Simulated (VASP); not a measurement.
Write the native input for VASP 6.6.1 that does the following.

* Task: single point
* Functional: LDA
* Potentials or basis: VASP PAW LDA potentials, release 64 (Sr_sv, Cl)
* Cutoff: 520 eV
* k mesh: 6 × 6 × 6
* Occupations: gaussian, width 0.05 eV
* Spin: no spin polarisation
* Dipole correction: no
* Further INCAR settings: ALGO = Normal; EDIFF = 1e-06; NBANDS = 19

The structure of SrCl2 lies in POSCAR:

```
SrCl2
1.0
    0.0000000000      3.7643400000      3.3460800000
    3.7643400000      0.0000000000      3.3460800000
    3.7643400000      3.7643400000      0.0000000000
Sr Cl
1 2
Direct
    0.0000000000      0.0000000000      0.0000000000
    0.2500000000      0.2500000000      0.2500000000
    0.7500000000      0.7500000000      0.7500000000
```

This cell differs from its parent crystal: strain +0.080 along x and y, -0.040 along z.

These files were run (other wordings do the same):

INCAR

```
SYSTEM = SrCl2
PREC = Accurate
ENCUT = 520
EDIFF = 1E-6
ISMEAR = 0
SIGMA = 0.05
LREAL = .FALSE.
LASPH = .TRUE.
NELM = 100
ALGO = Normal
ISIF = 2
LWAVE = .FALSE.
LCHARG = .FALSE.
NBANDS = 19
```

KPOINTS

```
regular mesh
0
G
  6 6 6
  0 0 0
```

Potentials or basis: VASP PAW LDA potentials, release 64 (Sr_sv, Cl).

Launch:

```console
$ cat potpaw_LDA.64/Sr_sv/POTCAR potpaw_LDA.64/Cl/POTCAR > POTCAR
$ mpirun -np 1 vasp_std > vasp.out
```

It gave:

```yaml
Pressure: -5.2 GPa
Band_gap_on_the_k_mesh: 3.80 eV (least direct gap 4.00 eV)
```

Caveat: the cell differs from its parent crystal (strain +0.080 along x and y, -0.040 along z); the stress differs along the axes, from -7 to -2 GPa.

Run time: 98 s on 1 thread of Intel Xeon 8259CL, on a shared host, peak memory 0.22 GiB.
